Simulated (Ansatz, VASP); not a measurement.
**Two plane-wave programs on Lu**

Contents of INCAR:

```
PREC     = Accurate       # precision mode
ENCUT    = 520            # plane-wave cutoff, eV
EDIFF    = 1E-6           # SCF threshold, eV
ISMEAR   = -1             # smearing method
SIGMA    = 0.1            # smearing width, eV
LREAL    = F              # projectors in reciprocal space
LASPH    = T              # aspherical terms in the spheres
NELM     = 100            # most SCF steps
ALGO     = Normal         # electronic algorithm
ISIF     = 2              # what is computed and relaxed
LWAVE    = F              # write WAVECAR
LCHARG   = F              # write CHGCAR
GGA      = B5             # functional
ALDAX    = 1.0          
AGGAX    = 1.0          
AGGAC    = 1.0          
ALDAC    = 0.0          
NBANDS   = 32             # bands
```

KPOINTS

```
regular mesh
0
Gamma
  17 17 10
```

File POSCAR:

```
Lu
1.0
    3.5846161191      0.0000000000      0.0000000000
   -1.7923080595      3.1043686219      0.0000000000
    0.0000000000      0.0000000000      5.5797496391
Lu
2
Direct
    0.3333333333      0.6666666667      0.2500000000
    0.6666666667      0.3333333333      0.7500000000
```

Input for Ansatz:

```yaml
crystal:
  lattice:
    - [3.5846161191, 0.0, 0.0]
    - [-1.7923080595, 3.1043686219, 0.0]
    - [0.0, 0.0, 5.5797496391]
  atoms:
    - { symbol: Lu, position: [0.3333333333, 0.6666666667, 0.25] }
    - { symbol: Lu, position: [0.6666666667, 0.3333333333, 0.75] }
hamiltonian:
  xc: blyp
  pseudopotentials:
    kind: paw
    azcp:
      Lu: "pseudopotentials/Lu.paw.azcp"
basis:
  ecutwfc: 420
  fft_grid_basis: typed
kpoints:
  mp_grid: { grid: [17, 17, 10], shift: [0, 0, 0] }
magnetization:
  spin_polarized: false
scf:
  occupations: { method: fermi_dirac, width: 0.1 }
output:
  stress: true
```

Alike in both runs: task single point; functional BLYP; k mesh 17 × 17 × 10; occupations fermi-dirac, width 0.1 eV; no spin polarisation.

```csv
,VASP,Ansatz
version,VASP 6.6.1,Ansatz 0.2.0
potentials or method,"VASP PAW PBE potentials, release 64 (Lu), cutoff 520 eV","plane waves (420 eV) with PAW, scalar-relativistic"
valence electrons in the cell,50,50
```

|  | VASP | Ansatz | Ansatz less VASP |
| --- | --- | --- | --- |
| pressure (GPa) | -1.5 | -1.6 | -0.07 |

VASP's potentials were made for PBE, not for BLYP. With one functional, cell and mesh, what is left measures potentials, basis and numerics.

Spin-orbit coupling is off throughout.
